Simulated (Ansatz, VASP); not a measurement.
## Ge in VASP and in Ansatz

INCAR

```
  ALGO = Normal
  EDIFF = 1E-7
  ENCUT = 520
  GGA = PE
  ISIF = 2
  ISMEAR = 0
  LASPH = T
  LCHARG = F
  LREAL = F
  LWAVE = F
  NBANDS = 21
  NELM = 100
  PREC = Accurate
  SIGMA = 0.05
```

Contents of KPOINTS:

```
k-points
0
Gamma
  14 14 14
```

The input POSCAR:

```
Ge
1.0
    0.0000000000      2.8300000000      2.8300000000
    2.8300000000      0.0000000000      2.8300000000
    2.8300000000      2.8300000000      0.0000000000
Ge
2
Direct
    0.5000000000      0.5000000000      0.5000000000
    0.7500000000      0.7500000000      0.7500000000
```

Input for Ansatz:

```yaml
crystal:
  lattice:
    - [0.0, 2.83, 2.83]
    - [2.83, 0.0, 2.83]
    - [2.83, 2.83, 0.0]
  atoms:
    - { symbol: Ge, position: [0.5, 0.5, 0.5] }
    - { symbol: Ge, position: [0.75, 0.75, 0.75] }
basis:
  ecutwfc: 600
  ecutrho_ratio: 5
kpoints:
  mp_grid: { grid: [14, 14, 14] }
hamiltonian:
  xc: pbe
scf:
  occupations: { method: gaussian, width: 0.05 }
output:
  forces: true
  stress: true
  eigenvalues: true
```

Alike in both runs: task single point; functional PBE; k mesh 14 × 14 × 14; occupations gaussian, width 0.05 eV; no spin polarisation.

|  | VASP | Ansatz |
| --- | --- | --- |
| version | VASP 6.6.1 | Ansatz 0.2.0 |
| potentials or method | VASP PAW PBE potentials, release 64 (Ge_d), cutoff 520 eV | scalar-relativistic, plane waves, PAW |
| valence electrons in the cell | 28 | 28 |

```csv
,VASP,Ansatz,Ansatz less VASP
pressure (GPa),3.5,3.6,+0.07
```

With one functional, cell and mesh, what is left measures potentials, basis and numerics.
